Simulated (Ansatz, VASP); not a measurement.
CdTe in VASP and in Ansatz

The input POSCAR:

```
CdTe
1.0
    0.0000000000      3.2468219920      3.2468219920
    3.2468219920      0.0000000000      3.2468219920
    3.2468219920      3.2468219920      0.0000000000
Cd Te
1 1
Direct
    0.0000000000      0.0000000000      0.0000000000
    0.2500000000      0.2500000000      0.2500000000
```

INCAR.step1

```
ALGO     = Normal         # electronic algorithm
EDIFF    = 1E-4           # SCF threshold, eV
ENCUT    = 520            # plane-wave cutoff, eV
GGA      = PE             # functional
ISMEAR   = 0              # smearing method
LASPH    = True           # aspherical terms in the spheres
LCHARG   = False          # write CHGCAR
LREAL    = False          # projectors in reciprocal space
LWAVE    = True           # write WAVECAR
NBANDS   = 16             # bands
NELM     = 60             # most SCF steps
PREC     = Accurate       # precision mode
SIGMA    = 0.01           # smearing width, eV
```

INCAR.step2

```
ALGO     = Normal         # electronic algorithm
EDIFF    = 1E-6           # SCF threshold, eV
ENCUT    = 520            # plane-wave cutoff, eV
ISIF     = 2              # what is computed and relaxed
ISMEAR   = 0              # smearing method
ISTART   = 1            
LASPH    = True           # aspherical terms in the spheres
LCHARG   = True           # write CHGCAR
LELF     = True           # ELF
LMIXTAU  = True         
LREAL    = False          # projectors in reciprocal space
LVHAR    = True         
LWAVE    = False          # write WAVECAR
METAGGA  = R2SCAN         # meta-GGA
NBANDS   = 16             # bands
NELM     = 60             # most SCF steps
PREC     = Accurate       # precision mode
SIGMA    = 0.01           # smearing width, eV
```

Contents of KPOINTS:

```
k-points
0
Gamma
  6 6 6
```

Input for Ansatz:

```yaml
crystal:
  lattice:
    - [0.0, 3.246821992, 3.246821992]
    - [3.246821992, 0.0, 3.246821992]
    - [3.246821992, 3.246821992, 0.0]
  atoms:
    - { symbol: Cd, position: [0.0, 0.0, 0.0] }
    - { symbol: Te, position: [0.25, 0.25, 0.25] }
kpoints:
  mp_grid: { grid: [6, 6, 6] }
hamiltonian:
  xc: r2scan
scf:
  occupations: { method: fixed }
  n_extra_bands: 4
output:
  forces: true
  stress: true
  eigenvalues: true
```

Alike in both runs: task single point; functional r2SCAN; k mesh 6 × 6 × 6; no spin polarisation.

|  | VASP | Ansatz |
| --- | --- | --- |
| version | VASP 6.6.1 | Ansatz 0.2.0 |
| potentials or method | VASP PAW PBE potentials, release 64 (Cd, Te) | plane waves, PAW |
| plane-wave cutoff (eV) | 520 | 500 |
| occupations | gaussian, width 0.01 eV | fixed |
| valence electrons in the cell | 18 | 36 |

|  | VASP | Ansatz | Ansatz less VASP |
| --- | --- | --- | --- |
| gap on the k mesh at the Fermi level (eV) | 1.25 | 1.26 | +0.006 |
| pressure (GPa) | 1.4 | 1.3 | -0.13 |

VASP's potentials were made for PBE, not for r2SCAN. VASP's potentials hold 18 valence electrons a cell and Ansatz's 36, so a difference there can come from the potentials and not from the codes.

Neither program's run includes spin-orbit coupling.
